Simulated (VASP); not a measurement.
Input of a VASP 6.6.1 run:

File INCAR:

```
SYSTEM = Si15C7
ALGO = Normal
EDIFF = 1E-7
ENCUT = 520
GGA = PE
ISIF = 2
ISMEAR = -1
ISYM = 0
LASPH = .TRUE.
LCHARG = .FALSE.
LREAL = Auto
LWAVE = .FALSE.
NBANDS = 61
NELM = 80
PREC = Accurate
SIGMA = 0.3447
```

File KPOINTS:

```
Automatic mesh
0
Gamma
  1 1 1
  0.25 0.25 0.25
```

The input POSCAR:

```
Si15C7
1.0
    7.0498510000      0.0733280000     -0.0802340000
    0.0733280000      7.4467350000      0.2804210000
   -0.0802340000      0.2804210000      6.9363850000
Si C
15 7
Direct
    0.4142142725      0.1884340801      1.1320437367
    0.2885875876      0.8114136162     -0.0072060419
    1.0464170987      0.3382280122      0.4718475102
    0.9397151006      0.3126146051      0.9020346191
    0.5899948438      0.8507687642      0.5285528728
    0.4821880689      0.5711079717      0.2109734695
    0.2586692500      0.9844065087      0.4306806515
    0.6513562582     -0.1687833596      0.9328591646
    0.1931075313      0.5003038708     -0.0423311166
    1.0056361825      0.6157565569      0.3486108606
    1.0699672898      1.0044733834      0.7930552189
   -0.0948647929      1.0022574914      1.3273410530
    0.4971340424      0.5900703742      0.6511903431
   -0.2348041566      0.2896883881      0.1966616639
    0.9310875242      0.5976781909      0.7334155126
    0.3963657821      0.3483264287      0.8079590401
    0.2406444100     -0.0220701131      0.1652276779
    0.6231782872      0.0995250424      0.8974504983
    0.4634287000      0.1749009123      0.8530350968
    0.8464951091      0.7398217673      0.0555006864
    0.0131444517      0.7532630031     -0.0257285506
    0.2334744030      0.4569305581      0.2448283452
```

Potentials or basis: VASP PAW PBE potentials, release 64 (Si, C).

The run is started by

```bash
$ cat potpaw_PBE.64/Si/POTCAR potpaw_PBE.64/C/POTCAR > POTCAR
$ mpirun -np 1 vasp_std > vasp.out
```

Task: Estimate the largest force.

Result: 6.265 eV/Å.

Task: What does it give for the band gap on the k mesh?

Result: 0.15 eV.

Task: Predict the pressure.

Result: -2.6 GPa.

Forces in eV/Å, atoms in the order of the input:
```
Si  -0.243 -0.417  0.440
Si   0.834 -0.426 -0.562
Si   0.810 -2.506 -0.341
Si  -0.864 -1.879 -0.369
Si   0.757  1.500 -0.562
Si  -0.097 -0.611  1.192
Si  -0.469 -0.001  0.925
Si  -3.800  2.324 -2.046
Si   2.217 -1.212 -0.040
Si  -0.479  2.069 -0.807
Si   0.171  0.035 -0.614
Si   0.258 -0.288  0.632
Si  -0.291 -2.576  1.324
Si  -0.775  0.198  0.379
Si  -0.665  0.670 -1.031
C   -1.747  1.980  0.293
C    0.837  1.580  0.928
C    4.546 -4.140  1.205
C   -3.214  3.865 -1.757
C    0.916 -1.013  3.358
C    1.783  0.542 -2.564
C   -0.485  0.304  0.017
```

Caveat: the k points lie up to 0.91 Å⁻¹ apart.
